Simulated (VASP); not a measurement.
MnS:

```
Mn S
1.0
     3.09904    0.00000    0.00000
     0.00000    3.09904    0.00000
     0.00000    0.00000    3.09904
Mn S
1 1
Direct
  0.50000 0.50000 0.50000
  0.00000 0.00000 0.00000
```

Base run:

| Property | Result |
| --- | --- |
| Program | VASP 6.6.1 |
| Functional | LDA |
| Potentials or basis | VASP PAW LDA potentials, release 64 (Mn_pv, S) |
| Cutoff | 520 eV |
| k mesh | 10 × 10 × 10 |
| Occupations | gaussian, width 0.05 eV |
| Spin | collinear spin, ferromagnetic start |
| Starting moments | [2.8, 0.0] μB |
| Hubbard terms | Mn d U = 6.0 eV |

Its results: pressure 10.5 GPa; net moment 4.79 μB per cell; site moments Mn +4.51; S +0.06 μB.

After a change of settings the same cell gave: pressure 7.2 GPa; net moment 4.73 μB per cell; site moments Mn +4.39; S +0.09 μB. Which change was it?
A. hubbard terms from Mn d U = 6.0 eV to Mn d U = 2.0 eV; further incar settings from ALGO = Normal; EDIFF = 1e-06; NBANDS = 20 to ALGO = Normal; EDIFF = 1e-07; NBANDS = 20
B. hubbard terms from Mn d U = 6.0 eV to Mn d U = 4.0 eV
C. hubbard terms from Mn d U = 6.0 eV to none; further incar settings from ALGO = Normal; EDIFF = 1e-06; NBANDS = 20 to ALGO = Normal; EDIFF = 1e-07; NBANDS = 20

B.

Caveats: the cell stands under pressure; a cell with one magnetic atom can't hold antiferromagnetic order, which such compounds often take.
